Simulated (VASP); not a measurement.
# Al in VASP: notebook

The runs below take Al through single point, with PBEsol.

Program: VASP 6.6.1. These are calculated values, not measurements. Logs are shortened: lines on timing, memory, paths and dates and some standing lists are left out, and cuts for length are marked.

## (1) The cell of the first run

Symmetry: I4/mmm, No. 139, tetragonal system. Conventional cell: a = 2.948 Å, b = 2.948 Å, c = 4.048 Å, α = 90.00°, β = 90.00°, γ = 90.00°. Within 3.8 Å of Al (site symmetry 4/mmm) lie 12 Al at 2.91 to 2.95 Å.

## (2) Single point, PBEsol (equal xx and yy strain of +3 %)

The input, INCAR:

```
ALGO = Normal
EDIFF = 1E-7
ENCUT = 520
GGA = PS
ISIF = 2
ISMEAR = -1
LASPH = True
LCHARG = False
LREAL = False
LWAVE = False
NBANDS = 8
NELM = 80
PREC = Accurate
SIGMA = 0.05
```

The input, KPOINTS:

```
k-points
0
Gamma
  14 14 14
```

The input, POSCAR:

```
Al
1.0
    0.0000000000      2.0846994000      2.0239800000
    2.0846994000      0.0000000000      2.0239800000
    2.0846994000      2.0846994000      0.0000000000
Al
1
Direct
    0.0000000000      0.0000000000      0.0000000000
```

Potentials or basis: VASP PAW PBE potentials, release 64 (Al).

Run with:

```
$ cat potpaw_PBE.64/Al/POTCAR > POTCAR
$ mpirun -np 1 vasp_std > vasp.out
```

OUTCAR:

```text
EDIFF = 1E-7
   ENCUT = 520
   GGA = PS
   ISIF = 2
   ISMEAR = -1
   LASPH = True
   LREAL = False
   NELM = 80
   PREC = Accurate

 ion  position               nearest neighbor table
   1  0.000  0.000  0.000-

  LATTYP: Found a body centered tetragonal cell.
 ALAT       =     2.9482101650
 C/A-ratio  =     1.3730228761

  Lattice vectors:

 A1 = (   0.0000000000,  -2.0846994000,  -2.0239800000)
 A2 = (   0.0000000000,   2.0846994000,  -2.0239800000)
 A3 = (   2.0846994000,   0.0000000000,   2.0239800000)

Analysis of symmetry for initial positions (statically):
=====================================================================
 Subroutine PRICEL returns:
 Original cell was already a primitive cell.

 Routine SETGRP: Setting up the symmetry group for a
 body centered tetragonal supercell.

 Subroutine GETGRP returns: Found 16 space group operations
 (whereof 16 operations were pure point group operations)
 out of a pool of 16 trial point group operations.

The static configuration has the point symmetry D_4h.

Analysis of symmetry for dynamics (positions and initial velocities):
=====================================================================
 Subroutine PRICEL returns:
 Original cell was already a primitive cell.

 Routine SETGRP: Setting up the symmetry group for a
 body centered tetragonal supercell.

 Subroutine GETGRP returns: Found 16 space group operations
 (whereof 16 operations were pure point group operations)
 out of a pool of 16 trial point group operations.

The dynamic configuration has the point symmetry D_4h.

 Subroutine INISYM returns: Found 16 space group operations
 (whereof 16 operations are pure point group operations),
 and found     1 'primitive' translations

----------------------------------------------------------------------------------------

                                     Primitive cell

  volume of cell :      17.5923

  direct lattice vectors                    reciprocal lattice vectors
     0.000000000  2.084699400  2.023980000    -0.239842732  0.239842732  0.247038014
     2.084699400  0.000000000  2.023980000     0.239842732 -0.239842732  0.247038014
     2.084699400  2.084699400  0.000000000     0.239842732  0.239842732 -0.247038014

  length of vectors
     2.905592303  2.905592303  2.948210165     0.419615125  0.419615125  0.419615125

  position of ions in fractional coordinates (direct lattice)
     0.000000000  0.000000000  0.000000000

  ion indices of the primitive-cell ions
   primitive index   ion index
                 1           1

----------------------------------------------------------------------------------------

 KPOINTS: k-points

Automatic generation of k-mesh.
 Grid dimensions read from file:
 generate k-points for:   14   14   14

 Generating k-lattice:

  Cartesian coordinates                     Fractional coordinates (reciprocal lattice)
    -0.017131624  0.017131624  0.017645572     0.071428571  0.000000000  0.000000000
     0.017131624 -0.017131624  0.017645572     0.000000000  0.071428571  0.000000000
     0.017131624  0.017131624 -0.017645572     0.000000000  0.000000000  0.071428571

  Length of vectors
     0.029972509  0.029972509  0.029972509

  Shift w.r.t. Gamma in fractional coordinates (k-lattice)
     0.000000000  0.000000000  0.000000000

 Subroutine IBZKPT returns following result:
 ===========================================

 Found    244 irreducible k-points:

 Following reciprocal coordinates:
            Coordinates               Weight
  0.000000  0.000000  0.000000      1.000000
  0.071429  0.000000  0.000000      8.000000
  0.142857  0.000000  0.000000      8.000000
  0.214286  0.000000  0.000000      8.000000
  0.285714  0.000000  0.000000      8.000000
  0.357143  0.000000  0.000000      8.000000
[... 16 lines left out ...]
  0.214286  0.142857  0.000000      8.000000
  0.285714  0.142857  0.000000      8.000000
 [... further k-points ...]
   k-points           NKPTS =    244   k-points in BZ     NKDIM =    244   number of bands    NBANDS=      8
   number of dos      NEDOS =    301   number of ions     NIONS =      1
   total plane-waves  NPLWV =  13824
   dimension x,y,z NGX =    24 NGY =   24 NGZ =   24
   dimension x,y,z NGXF=    48 NGYF=   48 NGZF=   48
   ions per type =               1
   NGX,Y,Z   is equivalent  to a cutoff of  13.73, 13.73, 13.53 a.u.
   NGXF,Y,Z  is equivalent  to a cutoff of  27.46, 27.46, 27.07 a.u.
 SYSTEM =  unknown system
   PREC   = accura    normal or accurate (medium, high low for compatibility)
   ISTART =      0    job   : 0-new  1-cont  2-samecut
   ICHARG =      2    charge: 1-file 2-atom 10-const
   ISPIN  =      1    spin polarized calculation?
   LNONCOLLINEAR =      F non collinear calculations
   LSORBIT =      F    spin-orbit coupling
   LASPH  =      T    aspherical Exc in radial PAW
   ENCUT  =  520.0 eV  38.22 Ry    6.18 a.u.   5.40  5.40  5.48*2*pi/ulx,y,z
   NELM   =     80;   NELMIN=  2; NELMDL= -5     # of ELM steps
   EDIFF  = 0.1E-06   stopping-criterion for ELM
   LREAL  =      F    real-space projection
   EDIFFG = 0.1E-05   stopping-criterion for IOM
   NSW    =      0    number of steps for IOM
   IBRION =     -1    ionic relax: 0-MD 1-quasi-New 2-CG
   NFREE  =      0    steps in history (QN), initial steepest desc. (CG)
   ISIF   =      2    stress and relaxation
   ISYM   =      2    0-nonsym 1-usesym 2-fastsym
   POTIM  = 0.5000    time-step for ionic-motion
   TEBEG  =    0.0;   TEEND  =   0.0 temperature during run
   PSTRESS=    0.0 pullay stress
   NELECT =       3.0000    total number of electrons
   NUPDOWN=      -1.0000    fix difference up-down
   EMIN   =  10.00;   EMAX   =-10.00  energy-range for DOS
[... 5 lines left out ...]
     AMIX     =   0.40;   BMIX     =  1.00
     AMIX_MAG =   1.60;   BMIX_MAG =  1.00
  volume/ion in A,a.u.               =      17.59       118.72
  Fermi-wavevector in a.u.,A,eV,Ry     =   0.907836  1.715562 11.213470  0.824167
  Thomas-Fermi vector in A             =   2.031691
   LORBIT       =      0    0 simple, 1 ext, 2 COOP (PROOUT), +10 PAW based schemes
   GGA     = PS    functional components
   LHFCALC =     F    Hartree Fock is set to
   AEXX    =    0.0000 exact exchange contribution
   IVDW    =     0    specifies the selected vdW correction
   LEPSILON=     F    determine dielectric tensor
   LRPA    =     F    only Hartree local field effects (RPA)
 non-spin polarized calculation
  energy-cutoff  :      520.00
  volume of cell :       17.59
 maximum number of plane-waves:       503
 NGX is ok and might be reduce to    24
   NGX = 11   NGY = 11   NGZ = 11

 number of electron       3.0000000 magnetization

 Free energy of the ion-electron system (eV)
  ---------------------------------------------------
  ext. energy  EPLUGINS =         0.00000000
  ---------------------------------------------------
  free energy    TOTEN  =        -4.05837769 eV

  energy without entropy =       -4.05361364  energy(sigma->0) =       -4.05599567

 E-fermi :   7.2870     XC(G=0): -10.0258

 val. band max:        7.2852718431   @ k =  -0.3571   0.2143   0.4286
 cond. band min:       7.2887034019   @ k =  -0.2857   0.1429   0.4286
 fundamental gap:      0.0034315587
 Fermi energy:         7.2869564477

 k-point     1 :       0.0000    0.0000    0.0000
  band No.  band energies     occupation
      1      -3.3964      2.00000
      2      19.4561      0.00000
      3      19.4561      0.00000
      4      19.7597      0.00000
      5      20.5143      0.00000
      6      20.6015      0.00000
      7      20.6015      0.00000
      8      23.3357      0.00000

 k-point     2 :       0.0714    0.0000    0.0000
  band No.  band energies     occupation
      1      -3.2635      2.00000
      2      17.3877      0.00000
      3      18.9116      0.00000
      4      19.1193      0.00000
      5      21.2660      0.00000
      6      21.3326      0.00000
      7      21.3765      0.00000
      8      24.6267      0.00000

 k-point     3 :       0.1429    0.0000    0.0000
  band No.  band energies     occupation
      1      -2.8654      2.00000
      2      14.6079      0.00000
      3      18.2228      0.00000
      4      18.4854      0.00000
      5      21.3270      0.00000
      6      22.2883      0.00000
      7      22.4245      0.00000
      8      23.7822      0.00000

 k-point     4 :       0.2143    0.0000    0.0000
  band No.  band energies     occupation
      1      -2.2044      2.00000
      2      11.9020      0.00000
      3      17.7150      0.00000
      4      18.0481      0.00000
      5      21.1376      0.00000
      6      21.5825      0.00000
      7      22.3518      0.00000
      8      24.5413      0.00000

 k-point     5 :       0.2857    0.0000    0.0000
  band No.  band energies     occupation
      1      -1.2839      2.00000
      2       9.3604      0.00000
      3      17.4211      0.00000
      4      17.8267      0.00000
      5      20.4069      0.00000
      6      21.0375      0.00000
      7      21.1821      0.00000
      8      24.8222      0.00000

 k-point     6 :       0.3571    0.0000    0.0000
  band No.  band energies     occupation
      1      -0.1084      2.00000
      2       7.0162      1.99114
      3      17.3462      0.00000
      4      17.8241      0.00000
      5      19.3781      0.00000
      6      20.1012      0.00000
      7      21.1160      0.00000
      8      23.6813      0.00000

 k-point     7 :       0.4286    0.0000    0.0000
  band No.  band energies     occupation
      1       1.3163      2.00000
      2       4.8871      2.00000
      3      17.4827      0.00000
      4      18.0336      0.00000
      5      18.5691      0.00000
      6      19.2281      0.00000
      7      21.4079      0.00000
      8      22.7203      0.00000

 k-point     8 :       0.5000    0.0000    0.0000
  band No.  band energies     occupation
      1       2.9577      2.00000
      2       3.0104      2.00000
      3      17.6953      0.00000
      4      18.1312      0.00000
      5      18.3175      0.00000
      6      18.7215      0.00000
      7      21.8194      0.00000
      8      22.0811      0.00000

 k-point     9 :       0.0714    0.0714    0.0000
  band No.  band energies     occupation
      1      -3.2122      2.00000
      2      17.9172      0.00000
      3      17.9172      0.00000
      4      18.5781      0.00000
      5      20.0643      0.00000
      6      22.3928      0.00000
      7      22.3928      0.00000
      8      24.8040      0.00000

 k-point    10 :       0.1429    0.0714    0.0000
  band No.  band energies     occupation
      1      -2.8956      2.00000
      2      15.5258      0.00000
      3      17.1079      0.00000
      4      18.4363      0.00000
      5      20.3545      0.00000
      6      22.8853      0.00000
      7      23.1996      0.00000
      8      23.5237      0.00000
[... 78 lines left out ...]
 k-point    18 :      -0.2857    0.0714    0.0000
  band No.  band energies     occupation
      1      -0.8315      2.00000
      2       8.7222      0.00000
      3      15.7913      0.00000
      4      18.5042      0.00000
      5      19.1682      0.00000
      6      20.5146      0.00000
      7      21.7587      0.00000
      8      25.7792      0.00000

 k-point    19 :      -0.2143    0.0714    0.0000
  band No.  band energies     occupation
      1      -1.8300      2.00000
      2      11.1915      0.00000
      3      15.9142      0.00000
      4      19.0467      0.00000
      5      20.0098      0.00000
      6      21.6807      0.00000
      7      21.8696      0.00000
      8      23.8983      0.00000

 k-point    20 :      -0.1429    0.0714    0.0000
  band No.  band energies     occupation
      1      -2.5706      2.00000
      2      13.8082      0.00000
      3      16.2891      0.00000
      4      19.5086      0.00000
      5      21.0261      0.00000
      6      21.9238      0.00000
      7      22.5607      0.00000
      8      23.0226      0.00000

 k-point    21 :      -0.0714    0.0714    0.0000
  band No.  band energies     occupation
      1      -3.0492      2.00000
      2      16.2556      0.00000
      3      17.1416      0.00000
      4      19.7938      0.00000
      5      20.7434      0.00000
      6      21.7809      0.00000
      7      22.6751      0.00000
      8      23.3014      0.00000

 k-point    22 :       0.1429    0.1429    0.0000
  band No.  band energies     occupation
      1      -2.6609      2.00000
      2      16.2102      0.00000
      3      16.2102      0.00000
      4      16.7899      0.00000
      5      19.0365      0.00000
      6      21.3492      0.00000
      7      24.8007      0.00000
      8      24.8007      0.00000

 k-point    23 :       0.2143    0.1429    0.0000
  band No.  band energies     occupation
      1      -2.1625      2.00000
      2      13.8870      0.00000
      3      15.5381      0.00000
      4      16.9258      0.00000
      5      19.1049      0.00000
      6      19.7199      0.00000
      7      25.2413      0.00000
      8      25.4039      0.00000

 k-point    24 :       0.2857    0.1429    0.0000
  band No.  band energies     occupation
      1      -1.4033      2.00000
      2      11.3044      0.00000
      3      15.0936      0.00000
      4      16.7540      0.00000
      5      17.9415      0.00000
      6      20.6093      0.00000
      7      24.3000      0.00000
      8      25.5149      0.00000

 [... further k-points ...]
[... 5 lines left out ...]
  --------------------------------------------------------------------------------------
  -------------------------------------------------------------------------------------
  Total       -0.6262559     -0.6262559     -0.5914471      0.0000000      0.0000000     -0.0000000
  in kB      -57.0347228    -57.0347228    -53.8645906      0.0000000      0.0000000     -0.0000000
  external PRESSURE =     -55.9780120 kB  Pullay stress =       0.0000000 kB

 VOLUME and BASIS-vectors are now :
 -----------------------------------------------------------------------------
  energy-cutoff  :      520.00
  volume of cell :       17.59
      direct lattice vectors                 reciprocal lattice vectors
     0.000000000  2.084699400  2.023980000    -0.239842732  0.239842732  0.247038014
     2.084699400  0.000000000  2.023980000     0.239842732 -0.239842732  0.247038014
     2.084699400  2.084699400  0.000000000     0.239842732  0.239842732 -0.247038014

 POSITION                                       TOTAL-FORCE (eV/Angst)
 -----------------------------------------------------------------------------------
      0.00000      0.00000      0.00000        -0.000000      0.000000      0.000000
 -----------------------------------------------------------------------------------
    total drift:                               -0.000000      0.000000     -0.000000

  FREE ENERGIE OF THE ION-ELECTRON SYSTEM (eV)
  ---------------------------------------------------
  free  energy   TOTEN  =        -4.0583776938 eV

  energy  without entropy=       -4.0536136439  energy(sigma->0) =       -4.05599567
```

Run time: 12 s. Hardware: 1 thread of Intel Xeon Platinum 8559C (Emerald Rapids), shared host; peak memory 0.15 GiB.

What came out:

```yaml
Free_energy: -4.0584 eV
Pressure: -5.6 GPa
```

Caveat: the cell differs from its parent crystal (equal xx and yy strain of +3 %); the PAW data sets were made with another functional, which shifts forces and pressure a little.

## (3) Single point, PBEsol (equal xy, yz and zx shear strains of -3 %)

The input, INCAR:

```
SYSTEM = Al
PREC = Accurate ; ENCUT = 520
EDIFF = 1E-7 ; ISMEAR = -1
SIGMA = 0.05 ; LREAL = .FALSE.
LASPH = .TRUE. ; NELM = 60
ALGO = Normal ; ISIF = 2
LWAVE = .FALSE. ; LCHARG = .TRUE.
GGA = PS ; LELF = .TRUE.
LVHAR = .TRUE. ; NBANDS = 8
```

The input, KPOINTS:

```
Automatic mesh
0
G
  14 14 14
  0 0 0
```

The input, POSCAR:

```
Al
1.0
   -0.0607194000      1.9936203000      1.9936203000
    1.9936203000     -0.0607194000      1.9936203000
    1.9936203000      1.9936203000     -0.0607194000
Al
1
Direct
    0.0000000000      0.0000000000      0.0000000000
```

Potentials or basis: VASP PAW PBE potentials, release 64 (Al).

Run with:

```
$ cat potpaw_PBE.64/Al/POTCAR > POTCAR
$ mpirun -np 1 vasp_std > vasp.out
```

Run time: 14 s. Hardware: 1 thread of Intel Xeon Platinum 8559C (Emerald Rapids), shared host; peak memory 0.15 GiB.

Results (log left out):

| Item | Value |
| --- | --- |
| Free energy | -4.0842 eV |
| Pressure | -1.7 GPa |

Stress tensor (GPa, compression positive):
```
-1.74  0.16  0.16
 0.16 -1.74  0.16
 0.16  0.16 -1.74
```

Levels at points of the mesh, in eV from the Fermi level:
| k point | band 1 | band 2 | band 3 | band 4 | band 5 | band 6 |
| --- | --- | --- | --- | --- | --- | --- |
| (0.00, 0.00, 0.00) | -11.10 | 12.10 | 12.10 | 13.50 | 13.53 | 13.53 |
| (0.50, 0.00, 0.00) | -4.65 | -4.54 | 11.10 | 11.37 | 11.78 | 12.11 |
| (0.50, 0.50, 0.00) | -2.90 | -1.59 | 5.04 | 5.20 | 6.14 | 9.09 |
| (0.50, 0.50, 0.50) | -4.32 | -3.80 | 10.63 | 10.63 | 10.92 | 10.92 |

Caveat: the cell differs from its parent crystal (equal xy, yz and zx shear strains of -3 %); the PAW data sets were made with another functional, which shifts forces and pressure a little.

(Part 1 of 2 ends here.)
